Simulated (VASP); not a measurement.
ZrS2:

```
Zr S
1.0
     3.67440    0.00000    0.00000
    -1.83720    3.18212    0.00000
     0.00000    0.00000    5.85686
Zr S
1 2
Direct
  0.00000 0.00000 0.00000
  0.33333 0.66667 0.24623
  0.66667 0.33333 0.75377
```

Base run:

| Item | Value |
| --- | --- |
| Program | VASP 6.6.1 |
| Functional | PBE |
| Potentials or basis | VASP PAW PBE potentials, release 64 (Zr_sv, S) |
| Cutoff | 500 eV |
| k mesh | 6 × 6 × 4 |
| Occupations | gaussian, width 0.01 eV |
| Spin | no spin polarisation |

Its results: band gap on the k mesh 0.88 eV (least direct gap 1.50 eV); pressure 1.3 GPa; largest force 0.038 eV/Å.

**Question.** The run is repeated on the same cell with these changes: functional from PBE to PBE-based screened hybrid with 10 % exact exchange; cutoff from 500 eV to 400 eV; k mesh from 6 × 6 × 4 to 6 × 6 × 2. What comes out?

**Answer.** Band gap on the k mesh 1.11 eV (least direct gap 1.76 eV); pressure 0.8 GPa; largest force 0.052 eV/Å.

Several settings changed at once.

Caveats: some runs use coarse meshes; this functional lacks dispersion, which binds the layers, so the pressure and a relaxed spacing across them are unreliable (at least some runs); the PAW data sets were made with another functional, which shifts forces and pressure a little (at least some runs).

A k mesh can miss the band edges.
